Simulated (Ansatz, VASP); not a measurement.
**MoS2 in VASP and in Ansatz**

INCAR

```
SYSTEM = MoS2
ALGO = Normal ; EDIFF = 1E-7
EDIFFG = -0.005 ; ENCUT = 600
GGA = PE ; IBRION = 2
ISIF = 3 ; ISMEAR = 0
LASPH = .TRUE. ; LCHARG = .FALSE.
LREAL = .FALSE. ; LWAVE = .FALSE.
NELM = 100 ; NSW = 100
PREC = Accurate ; SIGMA = 0.02
```

The input KPOINTS:

```
k-points
0
G
  12 12 2
  0 0 0
```

File POSCAR:

```
MoS2
1.0
    3.1850687701      0.0000000029      0.0000000000
   -1.5925343876      2.7583504663      0.0000000000
    0.0000000000      0.0000000000     14.8080039946
Mo S
2 4
Direct
    0.6666666667      0.3333333333      0.2500000000
    0.3333333333      0.6666666667      0.7500000000
    0.6666666667      0.3333333333      0.6444804197
    0.3333333333      0.6666666667      0.3555195803
    0.6666666667      0.3333333333      0.8555195803
    0.3333333333      0.6666666667      0.1444804197
```

Input for Ansatz:

```yaml
crystal:
  lattice:
    - [3.1850687701, 2.9e-09, 0.0]
    - [-1.5925343876, 2.7583504663, 0.0]
    - [0.0, 0.0, 14.8080039946]
  atoms:
    - { symbol: Mo, position: [0.6666666667, 0.3333333333, 0.25] }
    - { symbol: Mo, position: [0.3333333333, 0.6666666667, 0.75] }
    - { symbol: S, position: [0.6666666667, 0.3333333333, 0.6444804197] }
    - { symbol: S, position: [0.3333333333, 0.6666666667, 0.3555195803] }
    - { symbol: S, position: [0.6666666667, 0.3333333333, 0.8555195803] }
    - { symbol: S, position: [0.3333333333, 0.6666666667, 0.1444804197] }
basis:
  ecutwfc: 420
kpoints:
  mp_grid: { grid: [12, 12, 2] }
hamiltonian:
  xc: pbe
scf:
  occupations: { method: gaussian, width: 0.02 }
output:
  forces: true
  stress: true
  eigenvalues: true
  write_density: true
  write_potential: true
  elf: true
  volumetric_format: npy
relax:
  adjacent_minimum: "off"
  f_tol: 0.005
  max_steps: 80
  cell: { stress_tol: 0.05 }
```

Alike in both runs: task relaxation of cell and atoms; functional PBE; k mesh 12 × 12 × 2; occupations gaussian, width 0.02 eV; no spin polarisation.

|  | VASP | Ansatz |
| --- | --- | --- |
| version | VASP 6.6.1 | Ansatz 0.2.0 |
| potentials or method | VASP PAW PBE potentials, release 64 (Mo_sv, S), cutoff 600 eV | scalar-relativistic, plane waves, PAW |
| valence electrons in the cell | 52 | 52 |

Ansatz gave:

```
gap on the k mesh at the Fermi level, each at its own relaxed structure (eV) : 1.45
relaxed volume (Å³/atom)                                                     : 21.68
relaxed cell length with the largest relative difference (Å)                 : 14.808
```

Task: What did VASP give for the same quantities?

Result: gap on the k mesh at the Fermi level, each at its own relaxed structure (eV): 1.46; relaxed volume (Å³/atom): 21.67; relaxed cell length with the largest relative difference (Å): 14.804.
